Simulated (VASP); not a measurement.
## Co: single point with PBE

The system is Co.

```
CELL_PARAMETERS angstrom
2.28487 0.00000 0.00000
0.00000 2.28487 0.00000
0.00000 0.00000 2.28487
ATOMIC_POSITIONS crystal
Co 0.00000 0.00000 0.00000
```

```yaml
Program: VASP 6.6.1
Task: single point
Functional: PBE
Potentials_or_basis: VASP PAW PBE potentials, release 64 (Co)
Cutoff: 520 eV
k_mesh: 22 × 22 × 22
Occupations: fermi-dirac, width 0.1 eV
Spin: no spin polarisation
```

```json
{"Pressure": "-0.7 GPa"}
```

Levels at points of the mesh, in eV from the Fermi level:
```csv
k point,band 1,band 2,band 3,band 4,band 5,band 6,band 7,band 8,band 9,band 10
"(0.00, 0.00, 0.00)",-8.20,-3.57,-3.57,0.48,0.48,0.48,20.26,20.26,20.26,24.31
"(0.50, 0.00, 0.00)",-3.85,-3.03,-1.14,-0.83,-0.83,0.60,4.83,24.34,27.34,28.24
"(0.50, 0.50, 0.00)",-4.40,-2.58,-0.56,-0.56,1.38,5.57,5.57,11.97,13.10,31.63
"(0.50, 0.50, 0.50)",-3.22,-3.22,-3.22,1.45,1.45,12.81,12.81,12.81,13.46,17.91
```

Wall time 48 s on 1 thread of Intel Xeon 8259CL, on a shared host, peak memory 0.16 GiB.

Caveat: the run has no spin polarisation, though such a crystal can be magnetic. Spin polarisation is off, so any magnetic state and its effect on volume and gap are missing.
